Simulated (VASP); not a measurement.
Write the native input for VASP 6.6.1 that does the following.

```yaml
Task: single point
Functional: PBE
Potentials_or_basis: VASP PAW PBE potentials, release 64 (Li_sv, Ge_d, Pb_d)
Cutoff: 520 eV
k_mesh: 8 × 8 × 10
Occupations: gaussian, width 0.1 eV
Spin: no spin polarisation
Dipole_correction: no
Further_INCAR_settings: ALGO = Fast; EDIFF = 1e-06; NBANDS = 29
```

The structure of Li4GePb lies in POSCAR:

```
Li4GePb
1.0
    6.7455993701      0.0000000000      0.0000000000
    0.0000000000      6.7455993701      0.0000000000
    0.0000000000      0.0000000000      3.0365102546
Li Ge Pb
4 1 1
Direct
    0.7725350023      0.2274649977      0.5000000000
    0.7725350023      0.7725350023      0.5000000000
    0.2274649977      0.7725350023      0.5000000000
    0.2274649977      0.2274649977      0.5000000000
    0.0000000000      0.0000000000      0.0000000000
    0.5000000000      0.5000000000      0.0000000000
```

One way to write it, as run:

INCAR

```
PREC     = Accurate       # precision mode
ENCUT    = 520            # plane-wave cutoff, eV
EDIFF    = 1E-6           # SCF threshold, eV
ISMEAR   = 0              # smearing method
SIGMA    = 0.1            # smearing width, eV
LREAL    = False          # projectors in reciprocal space
LASPH    = True           # aspherical terms in the spheres
NELM     = 80             # most SCF steps
ALGO     = Fast           # electronic algorithm
ISIF     = 2              # what is computed and relaxed
LWAVE    = False          # write WAVECAR
LCHARG   = False          # write CHGCAR
GGA      = PE             # functional
NBANDS   = 29             # bands
```

KPOINTS

```
regular mesh
0
Gamma
  8 8 10
```

Potentials or basis: VASP PAW PBE potentials, release 64 (Li_sv, Ge_d, Pb_d).

Launch:

```console
$ cat potpaw_PBE.64/Li_sv/POTCAR potpaw_PBE.64/Ge_d/POTCAR potpaw_PBE.64/Pb_d/POTCAR > POTCAR
$ mpirun -np 1 vasp_std > vasp.out
```

Results of the run:

```
Band gap on the k mesh : zero (bands 20 and 21 overlap by 0.50 eV)
```

Caveat: spin-orbit coupling is left out, which moves the levels of the heavy elements.

Run time: 13 min on 1 thread of AMD EPYC 9R45 (Zen 5) (shared host), peak memory 0.45 GiB.
